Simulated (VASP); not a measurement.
# Te (Pm-3m) in VASP: a series of runs, part 2 of 2

VASP 6.6.1. Earlier steps stand in the parts before.

### Step 3. Relaxation of cell and atoms, LDA

This run uses another cell than the first one, of 28.65 Å³/atom, 0.938 times its volume.

Input file INCAR:

```
SYSTEM = Te
  ALGO = Normal
  EDIFF = 1E-7
  EDIFFG = -0.01
  ENCUT = 600
  GGA = CA
  IBRION = 2
  ISIF = 3
  ISMEAR = 0
  LASPH = .TRUE.
  LCHARG = .FALSE.
  LREAL = .FALSE.
  LWAVE = .FALSE.
  NELM = 60
  NSW = 80
  PREC = Accurate
  SIGMA = 0.05
```

Input file KPOINTS:

```
k-points
0
G
  7 7 7
  0 0 0
```

Input file POSCAR:

```
Te
1.0
    3.0600000000      0.0000000000      0.0000000000
    0.0000000000      3.0600000000      0.0000000000
    0.0000000000      0.0000000000      3.0600000000
Te
1
Direct
    0.0000000000      0.0000000000      0.0000000000
```

Potentials or basis: VASP PAW LDA potentials, release 64 (Te).

Command:

```
> cat potpaw_LDA.64/Te/POTCAR > POTCAR
> mpirun -np 1 vasp_std > vasp.out
```

OUTCAR:

```text
SYSTEM = Te
   EDIFF = 1E-7
   EDIFFG = -0.01
   ENCUT = 600
   GGA = CA
   IBRION = 2
   ISIF = 3
   ISMEAR = 0
   LASPH = .TRUE.
   LREAL = .FALSE.
   NELM = 60
   NSW = 80
   PREC = Accurate

 ion  position               nearest neighbor table
   1  0.000  0.000  0.000-

  LATTYP: Found a simple cubic cell.
 ALAT       =     3.0600000000

  Lattice vectors:

 A1 = (   3.0600000000,   0.0000000000,   0.0000000000)
 A2 = (   0.0000000000,   3.0600000000,   0.0000000000)
 A3 = (   0.0000000000,   0.0000000000,   3.0600000000)

Analysis of symmetry for initial positions (statically):
=====================================================================
 Subroutine PRICEL returns:
 Original cell was already a primitive cell.

 Routine SETGRP: Setting up the symmetry group for a
 simple cubic supercell.

 Subroutine GETGRP returns: Found 48 space group operations
 (whereof 48 operations were pure point group operations)
 out of a pool of 48 trial point group operations.

The static configuration has the point symmetry O_h .

Analysis of symmetry for dynamics (positions and initial velocities):
=====================================================================
 Subroutine PRICEL returns:
 Original cell was already a primitive cell.

 Routine SETGRP: Setting up the symmetry group for a
 simple cubic supercell.

 Subroutine GETGRP returns: Found 48 space group operations
 (whereof 48 operations were pure point group operations)
 out of a pool of 48 trial point group operations.

The dynamic configuration has the point symmetry O_h .

 Subroutine INISYM returns: Found 48 space group operations
 (whereof 48 operations are pure point group operations),
 and found     1 'primitive' translations

----------------------------------------------------------------------------------------

                                     Primitive cell

  volume of cell :      28.6526

  direct lattice vectors                    reciprocal lattice vectors
[... 82 lines left out ...]
   EDIFFG = -.1E-01   stopping-criterion for IOM
   NSW    =     80    number of steps for IOM
   IBRION =      2    ionic relax: 0-MD 1-quasi-New 2-CG
   NFREE  =      1    steps in history (QN), initial steepest desc. (CG)
   ISIF   =      3    stress and relaxation
   ISYM   =      2    0-nonsym 1-usesym 2-fastsym
   POTIM  = 0.5000    time-step for ionic-motion
   TEBEG  =    0.0;   TEEND  =   0.0 temperature during run
   PSTRESS=    0.0 pullay stress
   NELECT =       6.0000    total number of electrons
   NUPDOWN=      -1.0000    fix difference up-down
   EMIN   =  10.00;   EMAX   =-10.00  energy-range for DOS
   EFERMI =   0.00;   METHOD = LEGACY
   ISMEAR =     0;   SIGMA  =   0.05  broadening in eV -4-tet -1-fermi 0-gaus
   EFERMI_NEDOS =   21; number of points for ismear=-14 and -15
   IALGO  =     38    algorithm
   IMIX   =      4    mixing-type and parameters
     AMIX     =   0.40;   BMIX     =  1.00
     AMIX_MAG =   1.60;   BMIX_MAG =  1.00
  volume/ion in A,a.u.               =      28.65       193.36
  Fermi-wavevector in a.u.,A,eV,Ry     =   0.972159  1.837114 12.858764  0.945092
  Thomas-Fermi vector in A             =   2.102434
   LORBIT       =      0    0 simple, 1 ext, 2 COOP (PROOUT), +10 PAW based schemes
   GGA     = CA    functional components
   LHFCALC =     F    Hartree Fock is set to
   AEXX    =    0.0000 exact exchange contribution
   IVDW    =     0    specifies the selected vdW correction
   LEPSILON=     F    determine dielectric tensor
   LRPA    =     F    only Hartree local field effects (RPA)
 conjugate gradient relaxation of ions
 non-spin polarized calculation
 Gauss-broadening in eV      SIGMA  =   0.05
  energy-cutoff  :      600.00
  volume of cell :       28.65
 maximum number of plane-waves:       970
   NGX = 13   NGY = 13   NGZ = 13

--------------------------------------- Ionic step        1  -------------------------------------------

 number of electron       6.0000001 magnetization

 Free energy of the ion-electron system (eV)
  ---------------------------------------------------
  ext. energy  EPLUGINS =         0.00000000
  ---------------------------------------------------
  free energy    TOTEN  =        -3.72314039 eV

  energy without entropy =       -3.72190413  energy(sigma->0) =       -3.72252226

 E-fermi :   8.1270     XC(G=0): -10.0542

 val. band max:        8.0927912805   @ k =   0.2857   0.1429   0.1429
 cond. band min:       8.3845552228   @ k =   0.2857   0.1429   0.1429
 fundamental gap:      0.2917639422
 Fermi energy:         8.1269953938

 k-point     1 :       0.0000    0.0000    0.0000
  band No.  band energies     occupation
      1      -6.5776      2.00000
      2       9.4509      0.00000
      3       9.4509      0.00000
      4       9.4509      0.00000
      5      14.0364      0.00000
      6      14.0364      0.00000
      7      15.0458      0.00000
[... 257 lines left out ...]
--------------------------------------- Ionic step        3  -------------------------------------------

 number of electron       5.9999999 magnetization

 Free energy of the ion-electron system (eV)
  ---------------------------------------------------
  ext. energy  EPLUGINS =         0.00000000
  ---------------------------------------------------
  free energy    TOTEN  =        -3.75017309 eV

  energy without entropy =       -3.74893687  energy(sigma->0) =       -3.74955498

 E-fermi :   7.2266     XC(G=0):  -9.7758

 val. band max:        7.1923705102   @ k =   0.2857   0.1429   0.1429
 cond. band min:       7.3962082509   @ k =   0.2857   0.1429   0.1429
 fundamental gap:      0.2038377406
 Fermi energy:         7.2265739573

 k-point     1 :       0.0000    0.0000    0.0000
  band No.  band energies     occupation
      1      -6.9614      2.00000
      2       8.4285      0.00000
      3       8.4285      0.00000
      4       8.4285      0.00000
      5      13.1679      0.00000
      6      13.1679      0.00000
      7      13.8024      0.00000
[... 216 lines left out ...]
  FREE ENERGIE OF THE ION-ELECTRON SYSTEM (eV)
  ---------------------------------------------------
  free  energy   TOTEN  =        -3.7501730865 eV

  energy  without entropy=       -3.7489368726  energy(sigma->0) =       -3.74955498

 reached required accuracy - stopping structural energy minimisation
```

CONTCAR:

```text
Te
   1.00000000000000
     3.1276243644757624   -0.0000000000000000   -0.0000000000000000
    -0.0000000000000000    3.1276243644757624   -0.0000000000000000
    -0.0000000000000000   -0.0000000000000000    3.1276243644757624
  Te
     1
Direct
     0.0000000000000000    0.0000000000000000    0.0000000000000000

  0.00000000E+00  0.00000000E+00  0.00000000E+00
```

Run time: 5.1 s. Hardware: 1 thread of Intel Xeon Platinum 8488C (Sapphire Rapids), shared host; peak memory 0.13 GiB.

What came out:

| Property | Result |
| --- | --- |
| Free energy | -3.7502 eV |
| Relaxed volume | 30.59 Å³/atom |
| Relaxed cell | a = 3.128 Å, b = 3.128 Å, c = 3.128 Å, α = 90.00°, β = 90.00°, γ = 90.00° |
| Space group after relaxing (to 0.05 Å) | Pm-3m (No. 221) |
| Energy gained by relaxing | 27.0 meV/atom |
| Ionic steps | 3 |
| Pressure after relaxing | 0.0 GPa |
| Band gap on the k mesh | zero (band 3 reaches 9.85 eV, above the bottom of band 4 at 4.25 eV) |

Step by step:
```tsv
step	energy change (eV)	largest force (eV/Å)	pressure (GPa)	volume (Å³)
1	0.0000	0.0000	4.78	28.65
2	-0.0091	0.0000	-3.07	32.35
3	-0.0270	0.0000	-0.02	30.59
```

Final structure:
```
Te
1.0
     3.12762    0.00000    0.00000
     0.00000    3.12762    0.00000
     0.00000    0.00000    3.12762
Te
1
Direct
  0.00000 0.00000 0.00000
```

Caveat: spin-orbit coupling is left out, which moves the levels of the heavy elements.
